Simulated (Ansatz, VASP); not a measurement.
## Two plane-wave programs on La

```
CELL_PARAMETERS angstrom
3.62470 0.00000 0.00000
-1.81235 3.13908 0.00000
0.00000 0.00000 11.99190
ATOMIC_POSITIONS crystal
La 0.00000 0.00000 0.00000
La 0.00000 0.00000 0.50000
La 0.33333 0.66667 0.25000
La 0.66667 0.33333 0.75000
```

Alike in both runs: task single point; functional PBEsol; k mesh 12 × 12 × 4; occupations gaussian, width 0.15 eV; no spin polarisation.

|  | VASP | Ansatz |
| --- | --- | --- |
| version | VASP 6.6.1 | Ansatz 0.2.0 |
| potentials or method | VASP PAW PBE potentials, release 64 (La), cutoff 520 eV | scalar-relativistic, plane waves, PAW |
| valence electrons in the cell | 44 | 44 |

```csv
,VASP,Ansatz,Ansatz less VASP
gap on the k mesh at the Fermi level (eV),none,none,-
pressure (GPa),0.0,0.0,-0.07
"traceless stress, the component that is largest in VASP (GPa)",-1.10,-1.10,-0.002
```

VASP's potentials were made for PBE, not for PBEsol. A gap of «none» marks a metal or a gap that the smearing closes.

Spin-orbit coupling is off throughout.
